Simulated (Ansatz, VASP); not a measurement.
## SrCl2 in VASP and in Ansatz

Contents of INCAR:

```
ALGO     = Normal         # electronic algorithm
EDIFF    = 1E-6           # SCF threshold, eV
ENCUT    = 520            # plane-wave cutoff, eV
GGA      = PE             # functional
ISIF     = 2              # what is computed and relaxed
ISMEAR   = 0              # smearing method
LASPH    = T              # aspherical terms in the spheres
LCHARG   = F              # write CHGCAR
LREAL    = F              # projectors in reciprocal space
LWAVE    = F              # write WAVECAR
NBANDS   = 19             # bands
NELM     = 60             # most SCF steps
PREC     = Accurate       # precision mode
SIGMA    = 0.05           # smearing width, eV
```

The input KPOINTS:

```
k-points
0
Gamma
  6 6 6
```

The input POSCAR:

```
SrCl2
1.0
    0.0000000000      3.5569762428      3.3897983594
    3.5569762428      0.0000000000      3.3897983594
    3.5569762428      3.5569762428      0.0000000000
Sr Cl
1 2
Direct
    0.0000000000      0.0000000000      0.0000000000
    0.2500000000      0.2500000000      0.2500000000
    0.7500000000      0.7500000000      0.7500000000
```

Input for Ansatz:

```yaml
crystal:
  lattice:
    - [0.0, 3.5569762428, 3.3897983594]
    - [3.5569762428, 0.0, 3.3897983594]
    - [3.5569762428, 3.5569762428, 0.0]
  atoms:
    - { symbol: Sr, position: [0.0, 0.0, 0.0] }
    - { symbol: Cl, position: [0.25, 0.25, 0.25] }
    - { symbol: Cl, position: [0.75, 0.75, 0.75] }
basis:
  ecutwfc: 420
kpoints:
  mp_grid: { grid: [6, 6, 6] }
hamiltonian:
  xc: pbe
scf:
  occupations: { method: gaussian, width: 0.05 }
output:
  forces: true
  stress: true
  eigenvalues: true
  write_density: true
  write_potential: true
  elf: true
  volumetric_format: npy
```

Alike in both runs: task single point; functional PBE; k mesh 6 × 6 × 6; occupations gaussian, width 0.05 eV; no spin polarisation.

|  | VASP | Ansatz |
| --- | --- | --- |
| version | VASP 6.6.1 | Ansatz 0.2.0 |
| potentials or method | VASP PAW PBE potentials, release 64 (Sr_sv, Cl), cutoff 520 eV | scalar-relativistic, plane waves, PAW |
| valence electrons in the cell | 24 | 24 |

|  | VASP | Ansatz | Ansatz less VASP |
| --- | --- | --- | --- |
| gap on the k mesh at the Fermi level (eV) | 5.03 | 5.03 | +0.004 |
| least direct gap on the mesh (eV) | 5.29 | 5.29 | +0.002 |
| pressure (GPa) | 0.7 | 0.6 | -0.08 |
| traceless stress, the component that is largest in VASP (GPa) | 1.66 | 1.67 | +0.010 |
